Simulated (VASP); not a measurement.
Crystal: MgS.

```xyz
2
Lattice="0.0000 2.6016 2.6016 2.6016 0.0000 2.6016 2.6016 2.6016 0.0000" Properties=species:S:1:pos:R:3 pbc="T T T"
Mg    0.0000    0.0000    0.0000
S     2.6016    2.6016    2.6016
```

Base run:

* Program: VASP 6.6.1
* Functional: PBE
* Potentials or basis: VASP PAW PBE potentials, release 64 (Mg, S)
* Cutoff: 520 eV
* k mesh: 10 × 10 × 10
* Occupations: fermi-dirac, width 0.03 eV
* Spin: no spin polarisation

Its results: band gap on the k mesh 2.78 eV, indirect (least direct gap 3.71 eV); pressure 0.9 GPa.

Question: The run is repeated on the same cell with these changes: functional from PBE to PBEsol. What comes out?

Answer: Band gap on the k mesh 2.70 eV, indirect (least direct gap 3.59 eV); pressure -1.1 GPa.

PBEsol binds more tightly than PBE, so the same cell stands under less pressure.

Caveats: the PAW data sets were made with another functional, which shifts forces and pressure a little (some runs).

A k mesh can miss the band edges.
